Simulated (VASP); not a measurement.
# C (P6/mmm) in VASP: a series of runs

Runs on C. Level: r2SCAN. Tasks: single point.

All numbers are computed with VASP 6.6.1; they aren't measurements. Logs are shortened: lines on timing, memory, paths and dates and some standing lists are left out, and cuts for length are marked.

### 1 The cell of the first run

Symmetry: P6/mmm, No. 191, hexagonal system. The conventional cell has a = 5.867 Å, b = 5.867 Å, c = 1.259 Å, α = 90.00°, β = 90.00°, γ = 120.00°. C (site symmetry 6/mmm) has 2 C at 1.26 Å within 1.7 Å. Within 1.7 Å of C (site symmetry -6m2) lie 2 C at 1.26 Å.

### 2 Single point, r2SCAN (12.51 Å³/atom)

Contents of POSCAR:

```
C
1.0
    5.8672294999      0.0000000001      0.0000000000
   -2.9336147500      5.0811697967      0.0000000000
    0.0000000000      0.0000000000      1.2589929199
C
3
Direct
    0.0000000000      1.0000000000      0.0000000000
    0.3333333333      0.6666666667      0.5000000000
    0.6666666667      0.3333333333      0.5000000000
```

Contents of INCAR.step1:

```
SYSTEM = C
PREC = Accurate ; ENCUT = 520
ISMEAR = -1 ; SIGMA = 0.1
LREAL = .False. ; LASPH = .True.
NELM = 60 ; NBANDS = 13
GGA = PE ; ALGO = Normal
EDIFF = 1E-4 ; LWAVE = .True.
LCHARG = .False.
```

Contents of INCAR.step2:

```
SYSTEM = C
PREC = Accurate ; ENCUT = 520
EDIFF = 1E-6 ; ISMEAR = -1
SIGMA = 0.1 ; LREAL = .False.
LASPH = .True. ; NELM = 60
ALGO = Normal ; ISIF = 2
LWAVE = .False. ; LCHARG = .False.
METAGGA = R2SCAN ; LMIXTAU = .True.
NBANDS = 13 ; ISTART = 1
```

Contents of KPOINTS:

```
Automatic mesh
0
Gamma
  7 7 27
  0 0 0
```

Potentials or basis: VASP PAW PBE potentials, release 64 (C).

Run with:

```sh
> cat potpaw_PBE.64/C/POTCAR > POTCAR
> cp INCAR.step1 INCAR
> mpirun -np 1 vasp_std > vasp.out
> cp INCAR.step2 INCAR
> mpirun -np 1 vasp_std > vasp.out
```

OUTCAR:

```text
SYSTEM = C
   PREC = Accurate
   ENCUT = 520
   EDIFF = 1E-6
   ISMEAR = -1
   LREAL = .False.
   LASPH = .True.
   NELM = 60
   ISIF = 2
   METAGGA = R2SCAN
   ISTART = 1

 ion  position               nearest neighbor table
   1  0.000  0.000  0.000-
   2  0.333  0.667  0.500-
   3  0.667  0.333  0.500-

  LATTYP: Found a hexagonal cell.
 ALAT       =     5.8672294999
 C/A-ratio  =     0.2145804796

  Lattice vectors:

 A1 = (   5.8672294999,   0.0000000001,   0.0000000000)
 A2 = (  -2.9336147500,   5.0811697967,   0.0000000000)
 A3 = (   0.0000000000,   0.0000000000,   1.2589929199)

Analysis of symmetry for initial positions (statically):
=====================================================================
 Subroutine PRICEL returns:
 Original cell was already a primitive cell.

 Routine SETGRP: Setting up the symmetry group for a
 hexagonal supercell.

 Subroutine GETGRP returns: Found 24 space group operations
 (whereof 24 operations were pure point group operations)
 out of a pool of 24 trial point group operations.

The static configuration has the point symmetry D_6h.

Analysis of symmetry for dynamics (positions and initial velocities):
=====================================================================
 Subroutine PRICEL returns:
 Original cell was already a primitive cell.

 Routine SETGRP: Setting up the symmetry group for a
 hexagonal supercell.

 Subroutine GETGRP returns: Found 24 space group operations
 (whereof 24 operations were pure point group operations)
 out of a pool of 24 trial point group operations.

The dynamic configuration has the point symmetry D_6h.

 Subroutine INISYM returns: Found 24 space group operations
 (whereof 24 operations are pure point group operations),
 and found     1 'primitive' translations

----------------------------------------------------------------------------------------

                                     Primitive cell

  volume of cell :      37.5336

  direct lattice vectors                    reciprocal lattice vectors
     5.867229500  0.000000000  0.000000000     0.170438194  0.098402537  0.000000000
    -2.933614750  5.081169797  0.000000000    -0.000000000  0.196805074  0.000000000
     0.000000000  0.000000000  1.258992920     0.000000000  0.000000000  0.794285642

  length of vectors
     5.867229500  5.867229500  1.258992920     0.196805074  0.196805074  0.794285642

  position of ions in fractional coordinates (direct lattice)
     0.000000000  0.000000000  0.000000000
     0.333333333  0.666666667  0.500000000
     0.666666667  0.333333333  0.500000000

  ion indices of the primitive-cell ions
   primitive index   ion index
                 1           1
                 2           2
                 3           3

----------------------------------------------------------------------------------------

 KPOINTS: Automatic mesh

Automatic generation of k-mesh.
 Grid dimensions read from file:
 generate k-points for:    7    7   27

 Generating k-lattice:

  Cartesian coordinates                     Fractional coordinates (reciprocal lattice)
     0.024348313  0.014057505  0.000000000     0.142857143  0.000000000  0.000000000
    -0.000000000  0.028115011  0.000000000    -0.000000000  0.142857143  0.000000000
     0.000000000  0.000000000  0.029417987     0.000000000  0.000000000  0.037037037

  Length of vectors
     0.028115011  0.028115011  0.029417987

  Shift w.r.t. Gamma in fractional coordinates (k-lattice)
     0.000000000  0.000000000  0.000000000

 Subroutine IBZKPT returns following result:
 ===========================================

 Found    112 irreducible k-points:

 Following reciprocal coordinates:
            Coordinates               Weight
  0.000000  0.000000  0.000000      1.000000
  0.142857 -0.000000  0.000000      6.000000
  0.285714 -0.000000  0.000000      6.000000
  0.428571 -0.000000  0.000000      6.000000
  0.142857  0.142857  0.000000      6.000000
  0.285714  0.142857  0.000000     12.000000
[... 16 lines left out ...]
  0.428571  0.142857  0.074074     12.000000
  0.285714  0.285714  0.074074     12.000000
 [... further k-points ...]
   k-points           NKPTS =    112   k-points in BZ     NKDIM =    112   number of bands    NBANDS=     13
   number of dos      NEDOS =    301   number of ions     NIONS =      3
   total plane-waves  NPLWV =  23040
   dimension x,y,z NGX =    48 NGY =   48 NGZ =   10
   dimension x,y,z NGXF=    96 NGYF=   96 NGZF=   20
   ions per type =               3
   NGX,Y,Z   is equivalent  to a cutoff of  13.60, 13.60, 13.20 a.u.
   NGXF,Y,Z  is equivalent  to a cutoff of  27.20, 27.20, 26.41 a.u.
 SYSTEM =  C
   PREC   = accura    normal or accurate (medium, high low for compatibility)
   ISTART =      1    job   : 0-new  1-cont  2-samecut
   ICHARG =      0    charge: 1-file 2-atom 10-const
   ISPIN  =      1    spin polarized calculation?
   LNONCOLLINEAR =      F non collinear calculations
   LSORBIT =      F    spin-orbit coupling
   LASPH  =      T    aspherical Exc in radial PAW
   ENCUT  =  520.0 eV  38.22 Ry    6.18 a.u.  10.91 10.91  2.34*2*pi/ulx,y,z
   NELM   =     60;   NELMIN=  2; NELMDL=  0     # of ELM steps
   EDIFF  = 0.1E-05   stopping-criterion for ELM
   LREAL  =      F    real-space projection
   EDIFFG = 0.1E-04   stopping-criterion for IOM
   NSW    =      0    number of steps for IOM
   IBRION =     -1    ionic relax: 0-MD 1-quasi-New 2-CG
   NFREE  =      0    steps in history (QN), initial steepest desc. (CG)
   ISIF   =      2    stress and relaxation
   ISYM   =      2    0-nonsym 1-usesym 2-fastsym
   POTIM  = 0.5000    time-step for ionic-motion
   TEBEG  =    0.0;   TEEND  =   0.0 temperature during run
   PSTRESS=    0.0 pullay stress
   NELECT =      12.0000    total number of electrons
   NUPDOWN=      -1.0000    fix difference up-down
   EMIN   =  10.00;   EMAX   =-10.00  energy-range for DOS
   EFERMI =   0.00;   METHOD = LEGACY
   ISMEAR =    -1;   SIGMA  =   0.10  broadening in eV -4-tet -1-fermi 0-gaus
   EFERMI_NEDOS =   21; number of points for ismear=-14 and -15
   IALGO  =     38    algorithm
   IMIX   =      4    mixing-type and parameters
     AMIX     =   0.40;   BMIX     =  1.00
     AMIX_MAG =   1.60;   BMIX_MAG =  1.00
  volume/ion in A,a.u.               =      12.51        84.43
  Fermi-wavevector in a.u.,A,eV,Ry     =   1.119426  2.115408 17.049646  1.253114
  Thomas-Fermi vector in A             =   2.256064
   LORBIT       =      0    0 simple, 1 ext, 2 COOP (PROOUT), +10 PAW based schemes
   METAGGA = R2SCAN    functional components
   LHFCALC =     F    Hartree Fock is set to
   AEXX    =    0.0000 exact exchange contribution
   IVDW    =     0    specifies the selected vdW correction
   LEPSILON=     F    determine dielectric tensor
   LRPA    =     F    only Hartree local field effects (RPA)
 non-spin polarized calculation
  energy-cutoff  :      520.00
  volume of cell :       37.53
 maximum number of plane-waves:      1037
 NGX is ok and might be reduce to    48
   NGX = 21   NGY = 21   NGZ =  5

 number of electron      12.0000003 magnetization

 Free energy of the ion-electron system (eV)
  ---------------------------------------------------
  ext. energy  EPLUGINS =         0.00000000
  ---------------------------------------------------
  free energy    TOTEN  =       -26.69752450 eV

  energy without entropy =      -26.67950223  energy(sigma->0) =      -26.68851336

 E-fermi :   0.9747     XC(G=0):  -9.3565

 val. band max:        0.8968226111   @ k =   0.0000   0.0000   0.2222
 cond. band min:       1.0677152716   @ k =   0.4286  -0.0000   0.2593
 fundamental gap:      0.1708926604
 Fermi energy:         0.9746634862

 k-point     1 :       0.0000    0.0000    0.0000
  band No.  band energies     occupation
      1     -16.8763      2.00000
      2     -16.2898      2.00000
      3     -16.2897      2.00000
      4      -5.2502      2.00000
      5      -5.2502      2.00000
      6      -5.2502      2.00000
      7      -5.2502      2.00000
      8      -3.7040      2.00000
      9      -3.7040      2.00000
     10       6.7784      0.00000
     11      11.5714      0.00000
     12      11.5715      0.00000
     13      11.5715      0.00000

 k-point     2 :       0.1429   -0.0000    0.0000
  band No.  band energies     occupation
      1     -16.8452      2.00000
      2     -16.3117      2.00000
      3     -16.3050      2.00000
      4      -5.5360      2.00000
      5      -5.4690      2.00000
      6      -4.9181      2.00000
      7      -4.8729      2.00000
      8      -3.8699      2.00000
      9      -3.7371      2.00000
     10       7.0450      0.00000
     11      10.7275      0.00000
     12      11.1735      0.00000
     13      11.5682      0.00000

 k-point     3 :       0.2857   -0.0000    0.0000
  band No.  band energies     occupation
      1     -16.7580      2.00000
      2     -16.3830      2.00000
      3     -16.3341      2.00000
      4      -5.7442      2.00000
      5      -5.4598      2.00000
      6      -4.5776      2.00000
      7      -4.4665      2.00000
      8      -4.2881      2.00000
      9      -3.8393      2.00000
     10       7.7574      0.00000
     11       9.7011      0.00000
     12      10.8257      0.00000
     13      11.0312      0.00000
[... 305 lines left out ...]
 k-point    23 :       0.4286    0.1429    0.0741
  band No.  band energies     occupation
      1     -16.2369      2.00000
      2     -16.2368      2.00000
      3     -16.0778      2.00000
      4      -5.2494      2.00000
      5      -4.5976      2.00000
      6      -4.5976      2.00000
      7      -3.6205      2.00000
      8      -3.5696      2.00000
      9      -3.5695      2.00000
     10       9.4924      0.00000
     11       9.5741      0.00000
     12       9.5742      0.00000
     13      12.1541      0.00000

 k-point    24 :       0.2857    0.2857    0.0741
  band No.  band energies     occupation
      1     -16.2562      2.00000
      2     -16.1483      2.00000
      3     -16.1483      2.00000
      4      -4.9761      2.00000
      5      -4.9761      2.00000
      6      -4.5814      2.00000
      7      -3.5927      2.00000
      8      -3.5926      2.00000
      9      -3.4721      2.00000
     10       9.2836      0.00000
     11       9.6134      0.00000
     12       9.6134      0.00000
     13      12.3871      0.00000

 [... further k-points ...]

------------------------ aborting loop because EDIFF is reached ----------------------------------------

  FORCE on cell =-STRESS in cart. coord.  units (eV):
  Direction    XX          YY          ZZ          XY          YZ          ZX
  --------------------------------------------------------------------------------------
  -------------------------------------------------------------------------------------
  Total        0.3967218      0.3967218      4.8712859      0.0000000     -0.0000000      0.0000000
  in kB       16.9346647     16.9346647    207.9381278      0.0000000     -0.0000000      0.0000000
  external PRESSURE =      80.6024858 kB  Pullay stress =       0.0000000 kB

 VOLUME and BASIS-vectors are now :
 -----------------------------------------------------------------------------
  energy-cutoff  :      520.00
  volume of cell :       37.53
      direct lattice vectors                 reciprocal lattice vectors
     5.867229500  0.000000000  0.000000000     0.170438194  0.098402537  0.000000000
    -2.933614750  5.081169797  0.000000000    -0.000000000  0.196805074  0.000000000
     0.000000000  0.000000000  1.258992920     0.000000000  0.000000000  0.794285642

 POSITION                                       TOTAL-FORCE (eV/Angst)
 -----------------------------------------------------------------------------------
      0.00000      0.00000      0.00000        -0.000000      0.000000      0.000000
     -0.00000      3.38745      0.62950        -0.000000     -0.000000      0.000000
      2.93361      1.69372      0.62950         0.000000      0.000000      0.000000
 -----------------------------------------------------------------------------------
    total drift:                               -0.000000      0.000000      0.000000

  FREE ENERGIE OF THE ION-ELECTRON SYSTEM (eV)
  ---------------------------------------------------
  free  energy   TOTEN  =       -26.6975245015 eV

  energy  without entropy=      -26.6795022274  energy(sigma->0) =      -26.68851336
```

Wall time 3 min (1 thread of Intel Xeon Platinum 8259CL at 2.50GHz (Skylake/Cascade Lake), shared host); peak memory 0.18 GiB.

Results:

```yaml
Free_energy: -26.6975 eV
Pressure: 8.1 GPa
Band_gap_on_the_k_mesh: zero (bands 6 and 7 overlap by 17.00 eV)
```

Stress tensor (GPa, compression positive):
```
 1.69  0.00  0.00
 0.00  1.69  0.00
 0.00  0.00 20.79
```

Levels at points of the mesh, in eV from the Fermi level:
| k point | band 4 | band 5 | band 6 | band 7 | band 8 | band 9 | band 10 | band 11 |
| --- | --- | --- | --- | --- | --- | --- | --- | --- |
| (0.00, 0.00, 0.00) | -6.22 | -6.22 | -6.22 | -6.22 | -4.68 | -4.68 | 5.80 | 10.60 |

Caveat: the cell stands under pressure; the PAW data sets were made with another functional, which shifts forces and pressure a little.

### 3 Single point, r2SCAN (13.03 Å³/atom)

This run uses another cell than the first one, of 13.03 Å³/atom.

Contents of POSCAR:

```
C
1.0
    5.9476124955      0.0000000001      0.0000000000
   -2.9738062478      5.1507835129      0.0000000000
    0.0000000000      0.0000000000      1.2762415416
C
3
Direct
    0.0000000000      1.0000000000      0.0000000000
    0.3333333333      0.6666666667      0.5000000000
    0.6666666667      0.3333333333      0.5000000000
```

Contents of INCAR.step1:

```
PREC = Accurate
ENCUT = 520
ISMEAR = -1
SIGMA = 0.1
LREAL = False
LASPH = True
NELM = 60
NBANDS = 13
GGA = PE
ALGO = Normal
EDIFF = 1E-4
LWAVE = True
LCHARG = False
```

Contents of INCAR.step2:

```
PREC = Accurate
ENCUT = 520
EDIFF = 1E-6
ISMEAR = -1
SIGMA = 0.1
LREAL = False
LASPH = True
NELM = 60
ALGO = Normal
ISIF = 2
LWAVE = False
LCHARG = False
METAGGA = R2SCAN
LMIXTAU = True
NBANDS = 13
ISTART = 1
```

Contents of KPOINTS:

```
regular mesh
0
Gamma
  7 7 27
```

Potentials or basis: VASP PAW PBE potentials, release 64 (C).

Run with:

```sh
> cat potpaw_PBE.64/C/POTCAR > POTCAR
> cp INCAR.step1 INCAR
> mpirun -np 1 vasp_std > vasp.out
> cp INCAR.step2 INCAR
> mpirun -np 1 vasp_std > vasp.out
```

Wall time 3.1 min (1 thread of Intel Xeon Platinum 8259CL at 2.50GHz (Skylake/Cascade Lake), shared host); peak memory 0.18 GiB.

It converged, with:

- Free energy: -26.7375 eV
- Pressure: 0.2 GPa
- Band gap on the k mesh: zero (bands 6 and 7 overlap by 16.11 eV)

Stress tensor (GPa, compression positive):
```
 1.24  0.00  0.00
 0.00  1.24  0.00
 0.00  0.00 -1.97
```

Levels at points of the mesh, in eV from the Fermi level:
| k point | band 5 | band 6 | band 7 | band 8 | band 9 | band 10 |
| --- | --- | --- | --- | --- | --- | --- |
| (0.00, 0.00, 0.00) | -6.04 | -6.04 | -6.04 | -4.58 | -4.58 | 5.70 |

Caveat: the PAW data sets were made with another functional, which shifts forces and pressure a little.

### 4 Single point, r2SCAN (13.55 Å³/atom)

This run uses another cell than the first one, of 13.55 Å³/atom.

Contents of POSCAR:

```
C
1.0
    6.0258795301      0.0000000001      0.0000000000
   -3.0129397651      5.2185647532      0.0000000000
    0.0000000000      0.0000000000      1.2930361194
C
3
Direct
    0.0000000000      1.0000000000      0.0000000000
    0.3333333333      0.6666666667      0.5000000000
    0.6666666667      0.3333333333      0.5000000000
```

Contents of INCAR.step1:

```
SYSTEM = C
PREC = Accurate
ENCUT = 520
ISMEAR = -1
SIGMA = 0.1
LREAL = .FALSE.
LASPH = .TRUE.
NELM = 80
NBANDS = 13
GGA = PE
ALGO = Normal
EDIFF = 1E-4
LWAVE = .TRUE.
LCHARG = .FALSE.
```

Contents of INCAR.step2:

```
SYSTEM = C
PREC = Accurate
ENCUT = 520
EDIFF = 1E-7
ISMEAR = -1
SIGMA = 0.1
LREAL = .FALSE.
LASPH = .TRUE.
NELM = 80
ALGO = Normal
ISIF = 2
LWAVE = .FALSE.
LCHARG = .FALSE.
METAGGA = R2SCAN
LMIXTAU = .TRUE.
NBANDS = 13
ISTART = 1
```

Contents of KPOINTS:

```
regular mesh
0
G
  7 7 27
  0 0 0
```

Run with:

```sh
> cat potpaw_PBE.64/C/POTCAR > POTCAR
> cp INCAR.step1 INCAR
> mpirun -np 1 vasp_std > vasp.out
> cp INCAR.step2 INCAR
> mpirun -np 1 vasp_std > vasp.out
```

Wall time 3.4 min (1 thread of Intel Xeon Platinum 8259CL at 2.50GHz (Skylake/Cascade Lake), shared host); peak memory 0.19 GiB.

Results (log left out):

```
Free energy            : -26.7068 eV
Pressure               : -6.4 GPa
Band gap on the k mesh : zero (bands 6 and 7 overlap by 15.27 eV)
```

Stress tensor (GPa, compression positive):
```
  0.89   0.00   0.00
  0.00   0.89   0.00
  0.00   0.00 -21.08
```

Levels at points of the mesh, in eV from the Fermi level:
```
           k point  band 4  band 5  band 6  band 7  band 8  band 9  band 10  band 11
(0.00, 0.00, 0.00)   -5.86   -5.86   -5.86   -5.86   -4.49   -4.49     5.61    10.28
```

Caveat: the cell stands under tension; the PAW data sets were made with another functional, which shifts forces and pressure a little.

(Part 1 of 2 ends here.)
